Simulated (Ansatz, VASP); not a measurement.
One calculation of Mg2Si, two programs

```xyz
3
Lattice="0.0000 3.1634 3.1634 3.1634 0.0000 3.1634 3.1634 3.1634 0.0000" Properties=species:S:1:pos:R:3 pbc="T T T"
Mg    1.5817    1.5817    1.5817
Mg    4.7451    4.7451    4.7451
Si    0.0000    0.0000    0.0000
```

Alike in both runs: task single point; functional PBEsol; k mesh 10 × 10 × 10; occupations gaussian, width 0.01 eV; no spin polarisation.

```csv
,VASP,Ansatz
version,VASP 6.6.1,Ansatz 0.2.0
potentials or method,"VASP PAW PBE potentials, release 64 (Mg, Si), cutoff 600 eV","scalar-relativistic, plane waves, PAW"
valence electrons in the cell,8,24
```

VASP gave:

* gap on the k mesh at the Fermi level (eV): 0.11
* least direct gap on the mesh (eV): 1.88
* pressure (GPa): -0.1

Problem. Estimate Ansatz's values.

Solution. gap on the k mesh at the Fermi level (eV): 0.12; least direct gap on the mesh (eV): 1.87; pressure (GPa): 0.0.

VASP's potentials were made for PBE, not for PBEsol. VASP's potentials hold 8 valence electrons a cell and Ansatz's 24, so a difference there can come from the potentials and not from the codes.
